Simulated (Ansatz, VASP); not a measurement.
Two plane-wave programs on Gd

```
Gd
1.0
     3.65157    0.00000    0.00000
    -1.82578    3.16235    0.00000
     0.00000    0.00000    5.85285
Gd
2
Direct
  0.33333 0.66667 0.75000
  0.66667 0.33333 0.25000
```

Alike in both runs: task single point; functional PBE; k mesh 5 × 5 × 3; occupations gaussian, width 0.1 eV; collinear spin; Hubbard terms Gd f U = 6.0 eV.

|  | VASP | Ansatz |
| --- | --- | --- |
| version | VASP 6.6.1 | Ansatz 0.2.0 |
| potentials or method | VASP PAW PBE potentials, release 64 (Gd), cutoff 520 eV | scalar-relativistic, plane waves, PAW |
| valence electrons in the cell | 36 | 36 |

Ansatz gave:

| Quantity | Value |
| --- | --- |
| gap on the k mesh at the Fermi level (eV) | none |
| pressure (GPa) | 0.1 |
| traceless stress, the component that is largest in VASP (GPa) | 0.20 |
| net moment per atom (μB) | 7.83 |
| size of the moment on the site where the two differ most (μB) | 7.51 |

What did VASP give for the same quantities?

gap on the k mesh at the Fermi level (eV): none; pressure (GPa): 0.2; traceless stress, the component that is largest in VASP (GPa): 0.19; net moment per atom (μB): 7.83; size of the moment on the site where the two differ most (μB): 7.12.

Site moments also hang on the region over which each program counts them. The programs project onto different local orbitals, so the same U acts differently, and such runs can settle in different states. A gap of «none» marks a metal or a gap that the smearing closes. Ansatz's warnings: filled band counts differ across k points, given moment on shells.

The k mesh is coarse, so the values compare programs but aren't converged. Neither program's run includes spin-orbit coupling.
